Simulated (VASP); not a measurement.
# CaSnCl6 (R-3m) in VASP: a series of runs

Aim: see how the results for CaSnCl6 move with the level of theory and the settings. Levels: PBEsol, r2SCAN+rVV10. Tasks: single point, relaxation of cell and atoms.

All numbers are computed with VASP 6.6.1; they aren't measurements. Logs are shortened: lines on timing, memory, paths and dates and some standing lists are left out, and cuts for length are marked.

## Step 1: The cell of the first run

The structure is trigonal, space group R-3m (No. 166). The conventional cell has a = 12.282 Å, b = 12.282 Å, c = 6.832 Å, α = 90.00°, β = 90.00°, γ = 120.00°. Ca (site symmetry -3m) has 6 Cl at 2.75 Å and 2 Sn at 3.42 Å within 3.6 Å. Sn (site symmetry -3m) has 6 Cl at 2.46 Å within 3.2 Å. Within 3.2 Å of Cl (site symmetry m) lie 1 Sn at 2.46 Å and 1 Ca at 2.75 Å.

## Step 2: Single point, PBEsol

The input, INCAR:

```
SYSTEM = CaSnCl6
PREC = Accurate
ENCUT = 520
EDIFF = 1E-6
ISMEAR = -1
SIGMA = 0.03
LREAL = .False.
LASPH = .True.
NELM = 100
ALGO = Normal
ISIF = 2
LWAVE = .False.
LCHARG = .False.
GGA = PS
NBANDS = 43
```

The input, KPOINTS:

```
regular mesh
0
Gamma
  4 4 4
  0 0 0
```

The input, POSCAR:

```
CaSnCl6
1.0
    6.1409596912      3.5454847320      2.2772260371
   -6.1409596912      3.5454847320      2.2772260371
    0.0000000000     -7.0909694604      2.2772260430
Ca Sn Cl
1 1 6
Direct
    0.5000000000      0.5000000000      0.5000000000
    0.0000000000      0.0000000000      0.0000000000
    1.0331869027      0.3092431779      0.3092431779
    0.3092431779      1.0331869027      0.3092431779
    0.3092431779      0.3092431779      1.0331869027
   -0.0331869027      0.6907568221      0.6907568221
    0.6907568221     -0.0331869027      0.6907568221
    0.6907568221      0.6907568221     -0.0331869027
```

Potentials or basis: VASP PAW PBE potentials, release 64 (Ca_sv, Sn_d, Cl).

Started as:

```
> cat potpaw_PBE.64/Ca_sv/POTCAR potpaw_PBE.64/Sn_d/POTCAR potpaw_PBE.64/Cl/POTCAR > POTCAR
> mpirun -np 1 vasp_std > vasp.out
```

OUTCAR:

```text
SYSTEM = CaSnCl6
   PREC = Accurate
   ENCUT = 520
   EDIFF = 1E-6
   ISMEAR = -1
   LREAL = .False.
   LASPH = .True.
   NELM = 100
   ISIF = 2
   GGA = PS

 ion  position               nearest neighbor table
   1  0.500  0.500  0.500-   3 2.75   4 2.75   6 2.75   7 2.75   5 2.75   8 2.75   2 3.42   2 3.42

   2  0.000  0.000  0.000-   5 2.46   8 2.46   3 2.46   6 2.46   7 2.46   4 2.46   1 3.42   1 3.42

   3  0.033  0.309  0.309-   2 2.46   1 2.75
   4  0.309  0.033  0.309-   2 2.46   1 2.75
   5  0.309  0.309  0.033-   2 2.46   1 2.75
   6  0.967  0.691  0.691-   2 2.46   1 2.75
   7  0.691  0.967  0.691-   2 2.46   1 2.75
   8  0.691  0.691  0.967-   2 2.46   1 2.75

  LATTYP: Found a trigonal (rhomboedric) cell.
 ALAT       =     7.4476577753
 COS(alpha) =    -0.3597625143

  Lattice vectors:

 A1 = (   6.1409596912,   3.5454847320,   2.2772260371)
 A2 = (  -6.1409596912,   3.5454847320,   2.2772260371)
 A3 = (   0.0000000000,  -7.0909694604,   2.2772260430)

Analysis of symmetry for initial positions (statically):
=====================================================================
 Subroutine PRICEL returns:
 Original cell was already a primitive cell.

 Routine SETGRP: Setting up the symmetry group for a
 trigonal (rhombohedral) supercell.

 Subroutine GETGRP returns: Found 12 space group operations
 (whereof 12 operations were pure point group operations)
 out of a pool of 12 trial point group operations.

The static configuration has the point symmetry D_3d.

Analysis of symmetry for dynamics (positions and initial velocities):
=====================================================================
 Subroutine PRICEL returns:
 Original cell was already a primitive cell.

 Routine SETGRP: Setting up the symmetry group for a
 trigonal (rhombohedral) supercell.

 Subroutine GETGRP returns: Found 12 space group operations
 (whereof 12 operations were pure point group operations)
 out of a pool of 12 trial point group operations.

The dynamic configuration has the point symmetry D_3d.

 Subroutine INISYM returns: Found 12 space group operations
 (whereof 12 operations are pure point group operations),
 and found     1 'primitive' translations

----------------------------------------------------------------------------------------

                                     Primitive cell

  volume of cell :     297.4879

  direct lattice vectors                    reciprocal lattice vectors
     6.140959691  3.545484732  2.277226037     0.081420499  0.047008147  0.146376920
    -6.140959691  3.545484732  2.277226037    -0.081420499  0.047008147  0.146376920
     0.000000000 -7.090969460  2.277226043     0.000000000 -0.094016293  0.146376920

  length of vectors
     7.447657775  7.447657775  7.447657775     0.173969153  0.173969153  0.173969153

  position of ions in fractional coordinates (direct lattice)
     0.500000000  0.500000000  0.500000000
     0.000000000  0.000000000  0.000000000
     0.033186903  0.309243178  0.309243178
     0.309243178  0.033186903  0.309243178
     0.309243178  0.309243178  0.033186903
     0.966813097  0.690756822  0.690756822
     0.690756822  0.966813097  0.690756822
     0.690756822  0.690756822  0.966813097

  ion indices of the primitive-cell ions
   primitive index   ion index
                 1           1
                 2           2
                 3           3
                 4           4
                 5           5
                 6           6
                 7           7
                 8           8

----------------------------------------------------------------------------------------

 KPOINTS: regular mesh

Automatic generation of k-mesh.
 Grid dimensions read from file:
 generate k-points for:    4    4    4

 Generating k-lattice:

  Cartesian coordinates                     Fractional coordinates (reciprocal lattice)
     0.020355125  0.011752037  0.036594230     0.250000000 -0.000000000  0.000000000
    -0.020355125  0.011752037  0.036594230    -0.000000000  0.250000000  0.000000000
     0.000000000 -0.023504073  0.036594230     0.000000000  0.000000000  0.250000000

  Length of vectors
     0.043492288  0.043492288  0.043492288

  Shift w.r.t. Gamma in fractional coordinates (k-lattice)
     0.000000000  0.000000000  0.000000000

 Subroutine IBZKPT returns following result:
 ===========================================

 Found     13 irreducible k-points:

 Following reciprocal coordinates:
            Coordinates               Weight
  0.000000  0.000000  0.000000      1.000000
  0.250000 -0.000000  0.000000      6.000000
  0.500000 -0.000000  0.000000      3.000000
  0.250000  0.250000  0.000000      6.000000
  0.500000  0.250000  0.000000     12.000000
 -0.250000  0.250000  0.000000      6.000000
  0.500000  0.500000  0.000000      3.000000
  0.250000  0.250000  0.250000      2.000000
  0.500000  0.250000  0.250000      6.000000
 -0.250000  0.250000  0.250000      6.000000
  0.500000  0.500000  0.250000      6.000000
 -0.250000  0.500000  0.250000      6.000000
  0.500000  0.500000  0.500000      1.000000
   k-points           NKPTS =     13   k-points in BZ     NKDIM =     13   number of bands    NBANDS=     43
   number of dos      NEDOS =    301   number of ions     NIONS =      8
   total plane-waves  NPLWV = 175616
   dimension x,y,z NGX =    56 NGY =   56 NGZ =   56
   dimension x,y,z NGXF=   112 NGYF=  112 NGZF=  112
   ions per type =               1   1   6
   NGX,Y,Z   is equivalent  to a cutoff of  12.50, 12.50, 12.50 a.u.
   NGXF,Y,Z  is equivalent  to a cutoff of  25.00, 25.00, 25.00 a.u.
 SYSTEM =  CaSnCl6
   PREC   = accura    normal or accurate (medium, high low for compatibility)
   ISTART =      0    job   : 0-new  1-cont  2-samecut
   ICHARG =      2    charge: 1-file 2-atom 10-const
   ISPIN  =      1    spin polarized calculation?
   LNONCOLLINEAR =      F non collinear calculations
   LSORBIT =      F    spin-orbit coupling
   LASPH  =      T    aspherical Exc in radial PAW
   ENCUT  =  520.0 eV  38.22 Ry    6.18 a.u.  13.85 13.85 13.85*2*pi/ulx,y,z
   NELM   =    100;   NELMIN=  2; NELMDL= -5     # of ELM steps
   EDIFF  = 0.1E-05   stopping-criterion for ELM
   LREAL  =      F    real-space projection
   EDIFFG = 0.1E-04   stopping-criterion for IOM
   NSW    =      0    number of steps for IOM
   IBRION =     -1    ionic relax: 0-MD 1-quasi-New 2-CG
   NFREE  =      0    steps in history (QN), initial steepest desc. (CG)
   ISIF   =      2    stress and relaxation
   ISYM   =      2    0-nonsym 1-usesym 2-fastsym
   POTIM  = 0.5000    time-step for ionic-motion
   TEBEG  =    0.0;   TEEND  =   0.0 temperature during run
   PSTRESS=    0.0 pullay stress
   NELECT =      66.0000    total number of electrons
   NUPDOWN=      -1.0000    fix difference up-down
   EMIN   =  10.00;   EMAX   =-10.00  energy-range for DOS
   EFERMI =   0.00;   METHOD = LEGACY
   ISMEAR =    -1;   SIGMA  =   0.03  broadening in eV -4-tet -1-fermi 0-gaus
   EFERMI_NEDOS =   21; number of points for ismear=-14 and -15
   IALGO  =     38    algorithm
   IMIX   =      4    mixing-type and parameters
     AMIX     =   0.40;   BMIX     =  1.00
     AMIX_MAG =   1.60;   BMIX_MAG =  1.00
  volume/ion in A,a.u.               =      37.19       250.94
  Fermi-wavevector in a.u.,A,eV,Ry     =   0.991059  1.872831 13.363627  0.982199
  Thomas-Fermi vector in A             =   2.122774
   LORBIT       =      0    0 simple, 1 ext, 2 COOP (PROOUT), +10 PAW based schemes
   GGA     = PS    functional components
   LHFCALC =     F    Hartree Fock is set to
   AEXX    =    0.0000 exact exchange contribution
   IVDW    =     0    specifies the selected vdW correction
   LEPSILON=     F    determine dielectric tensor
   LRPA    =     F    only Hartree local field effects (RPA)
 non-spin polarized calculation
  energy-cutoff  :      520.00
  volume of cell :      297.49
 maximum number of plane-waves:      8030
   NGX = 27   NGY = 27   NGZ = 27

 number of electron      65.9999998 magnetization

 Free energy of the ion-electron system (eV)
  ---------------------------------------------------
  ext. energy  EPLUGINS =         0.00000000
  ---------------------------------------------------
  free energy    TOTEN  =       -29.90847410 eV

  energy without entropy =      -29.90847410  energy(sigma->0) =      -29.90847410

 E-fermi :  -1.2728     XC(G=0):  -6.7380

 val. band max:       -2.0171250714   @ k =   0.0000   0.0000   0.0000
 cond. band min:       0.6565600485   @ k =   0.0000   0.0000   0.0000
 fundamental gap:      2.6736851199
 Fermi energy:        -1.2727910136

 k-point     1 :       0.0000    0.0000    0.0000
  band No.  band energies     occupation
      1     -40.3852      2.00000
      2     -22.3948      2.00000
      3     -22.3948      2.00000
      4     -22.2565      2.00000
      5     -22.2321      2.00000
      6     -22.2321      2.00000
[... 35 lines left out ...]
     42       5.3763      0.00000
     43       5.7101      0.00000

 k-point     2 :       0.2500   -0.0000    0.0000
  band No.  band energies     occupation
      1     -40.3852      2.00000
      2     -22.3958      2.00000
      3     -22.3957      2.00000
      4     -22.2652      2.00000
      5     -22.2322      2.00000
      6     -22.2322      2.00000
[... 35 lines left out ...]
     42       5.4983      0.00000
     43       5.8275      0.00000

 k-point     3 :       0.5000   -0.0000    0.0000
  band No.  band energies     occupation
      1     -40.3852      2.00000
      2     -22.3968      2.00000
      3     -22.3967      2.00000
      4     -22.2737      2.00000
      5     -22.2323      2.00000
      6     -22.2323      2.00000
[... 35 lines left out ...]
     42       5.6663      0.00000
     43       5.7717      0.00000

 k-point     4 :       0.2500    0.2500    0.0000
  band No.  band energies     occupation
      1     -40.3852      2.00000
      2     -22.3968      2.00000
      3     -22.3967      2.00000
      4     -22.2737      2.00000
      5     -22.2323      2.00000
      6     -22.2323      2.00000
[... 357 lines left out ...]
     42       5.6713      0.00000
     43       6.0337      0.00000

 k-point    12 :      -0.2500    0.5000    0.2500
  band No.  band energies     occupation
      1     -40.3852      2.00000
      2     -22.3968      2.00000
      3     -22.3968      2.00000
      4     -22.2737      2.00000
      5     -22.2323      2.00000
      6     -22.2323      2.00000
[... 35 lines left out ...]
     42       5.7327      0.00000
     43       6.0860      0.00000

 k-point    13 :       0.5000    0.5000    0.5000
  band No.  band energies     occupation
      1     -40.3852      2.00000
      2     -22.3968      2.00000
      3     -22.3968      2.00000
      4     -22.2737      2.00000
      5     -22.2323      2.00000
      6     -22.2323      2.00000
[... 35 lines left out ...]
     42       5.9625      0.00000
     43       5.9625      0.00000

------------------------ aborting loop because EDIFF is reached ----------------------------------------

  FORCE on cell =-STRESS in cart. coord.  units (eV):
  Direction    XX          YY          ZZ          XY          YZ          ZX
  --------------------------------------------------------------------------------------
  -------------------------------------------------------------------------------------
  Total       -0.0344032     -0.0344032     -0.0459941      0.0000000     -0.0000000      0.0000000
  in kB       -0.1852850     -0.1852850     -0.2477100      0.0000000     -0.0000000      0.0000000
  external PRESSURE =      -0.2060933 kB  Pullay stress =       0.0000000 kB

 VOLUME and BASIS-vectors are now :
 -----------------------------------------------------------------------------
  energy-cutoff  :      520.00
  volume of cell :      297.49
      direct lattice vectors                 reciprocal lattice vectors
     6.140959691  3.545484732  2.277226037     0.081420499  0.047008147  0.146376920
    -6.140959691  3.545484732  2.277226037    -0.081420499  0.047008147  0.146376920
     0.000000000 -7.090969460  2.277226043     0.000000000 -0.094016293  0.146376920

 POSITION                                       TOTAL-FORCE (eV/Angst)
 -----------------------------------------------------------------------------------
      0.00000      0.00000      3.41584         0.000000      0.000000      0.000000
      0.00000      0.00000      0.00000         0.000000      0.000000      0.000000
     -1.69525     -0.97875      1.48401        -0.006400     -0.003695     -0.013188
      1.69525     -0.97875      1.48401         0.006400     -0.003695     -0.013188
      0.00000      1.95751      1.48401         0.000000      0.007390     -0.013188
      1.69525      0.97875      5.34767         0.006400      0.003695      0.013188
     -1.69525      0.97875      5.34767        -0.006400      0.003695      0.013188
      0.00000     -1.95751      5.34767         0.000000     -0.007390      0.013188
 -----------------------------------------------------------------------------------
    total drift:                                0.000000     -0.000000      0.000000

  FREE ENERGIE OF THE ION-ELECTRON SYSTEM (eV)
  ---------------------------------------------------
  free  energy   TOTEN  =       -29.9084741029 eV

  energy  without entropy=      -29.9084741029  energy(sigma->0) =      -29.90847410
```

Wall time 2.7 min (1 thread of Intel Xeon 6975P-C (Granite Rapids), shared host); peak memory 0.5 GiB.

What came out:

* Free energy: -29.9085 eV
* Pressure: 0.0 GPa
* Largest force: 0.015 eV/Å
* Band gap on the k mesh: 2.67 eV

Forces on the atoms (eV/Å):
```
Ca   0.000  0.000  0.000
Sn   0.000  0.000  0.000
Cl  -0.006 -0.004 -0.013
Cl   0.006 -0.004 -0.013
Cl   0.000  0.007 -0.013
Cl   0.006  0.004  0.013
Cl  -0.006  0.004  0.013
Cl   0.000 -0.007  0.013
```

Caveat: the PAW data sets were made with another functional, which shifts forces and pressure a little; spin-orbit coupling is left out, which moves the levels of the heavy elements. A k mesh can miss the band edges.

## Step 3: Single point, r2SCAN+rVV10

This run uses another cell than the first one, of 33.66 Å³/atom.

The input, POSCAR:

```
CaSnCl6
1.0
    5.8159770152      3.3578558966      2.2979213408
   -5.8159770152      3.3578558966      2.2979213408
    0.0000000000     -6.7157117894      2.2979213463
Ca Sn Cl
1 1 6
Direct
    0.5000000000      0.5000000000      0.5000000000
    0.0000000000      0.0000000000      0.0000000000
    1.0200068981      0.3111960007      0.3111960007
    0.3111960007      1.0200068981      0.3111960007
    0.3111960007      0.3111960007      1.0200068981
   -0.0200068981      0.6888039993      0.6888039993
    0.6888039993     -0.0200068981      0.6888039993
    0.6888039993      0.6888039993     -0.0200068981
```

The input, INCAR.step1:

```
SYSTEM = CaSnCl6
ALGO     = Normal         ! electronic algorithm
EDIFF    = 1E-4           ! SCF threshold, eV
ENCUT    = 520            ! plane-wave cutoff, eV
GGA      = PE             ! functional
ISMEAR   = -1             ! smearing method
LASPH    = .True.         ! aspherical terms in the spheres
LCHARG   = .False.        ! write CHGCAR
LREAL    = .False.        ! projectors in reciprocal space
LWAVE    = .True.         ! write WAVECAR
NBANDS   = 43             ! bands
NELM     = 60             ! most SCF steps
PREC     = Accurate       ! precision mode
SIGMA    = 0.03           ! smearing width, eV
```

The input, INCAR.step2:

```
SYSTEM = CaSnCl6
ALGO     = Normal         ! electronic algorithm
BPARAM   = 11.95        
CPARAM   = 0.0093       
EDIFF    = 1E-6           ! SCF threshold, eV
ENCUT    = 520            ! plane-wave cutoff, eV
ISIF     = 2              ! what is computed and relaxed
ISMEAR   = -1             ! smearing method
ISTART   = 1            
IVDW_NL  = 2            
LASPH    = .True.         ! aspherical terms in the spheres
LCHARG   = .True.         ! write CHGCAR
LELF     = .True.         ! ELF
LMIXTAU  = .True.       
LREAL    = .False.        ! projectors in reciprocal space
LUSE_VDW = .True.       
LVHAR    = .True.       
LWAVE    = .False.        ! write WAVECAR
METAGGA  = R2SCAN         ! meta-GGA
NBANDS   = 43             ! bands
NELM     = 60             ! most SCF steps
PREC     = Accurate       ! precision mode
SIGMA    = 0.03           ! smearing width, eV
```

The input, KPOINTS:

```
k-points
0
Gamma
  4 4 4
  0 0 0
```

Potentials or basis: VASP PAW PBE potentials, release 64 (Ca_sv, Sn_d, Cl).

Started as:

```
> cat potpaw_PBE.64/Ca_sv/POTCAR potpaw_PBE.64/Sn_d/POTCAR potpaw_PBE.64/Cl/POTCAR > POTCAR
> cp INCAR.step1 INCAR
> mpirun -np 1 vasp_std > vasp.out
> cp INCAR.step2 INCAR
> mpirun -np 1 vasp_std > vasp.out
```

It took 13 min on 1 thread of Intel Xeon 6975P-C (Granite Rapids), shared host; peak memory 1.1 GiB.

Results (log left out):

```
Free energy            : -79.2510 eV
Pressure               : 0.0 GPa
Largest force          : 0.020 eV/Å
Band gap on the k mesh : 3.09 eV
```

Forces in eV/Å, atoms in the order of the input:
```
Ca   0.000  0.000  0.000
Sn   0.000  0.000  0.000
Cl  -0.014 -0.008 -0.012
Cl   0.014 -0.008 -0.012
Cl   0.000  0.016 -0.012
Cl   0.014  0.008  0.012
Cl  -0.014  0.008  0.012
Cl   0.000 -0.016  0.012
```

Levels at points of the mesh, in eV from the valence-band top:
| k point | band 31 | band 32 | band 33 | band 34 | band 35 | band 36 |
| --- | --- | --- | --- | --- | --- | --- |
| (0.00, 0.00, 0.00) | -0.48 | -0.48 | 0.00 | 3.09 | 6.24 | 6.86 |
| (0.50, 0.00, 0.00) | -0.45 | -0.32 | -0.19 | 4.11 | 6.28 | 6.57 |
| (0.50, 0.50, 0.00) | -0.47 | -0.36 | -0.16 | 3.95 | 6.24 | 6.77 |
| (0.50, 0.50, 0.50) | -0.36 | -0.36 | -0.06 | 3.28 | 6.28 | 6.63 |

Caveat: the PAW data sets were made with another functional, which shifts forces and pressure a little; spin-orbit coupling is left out, which moves the levels of the heavy elements.

(Continued in part 2 of 2.)
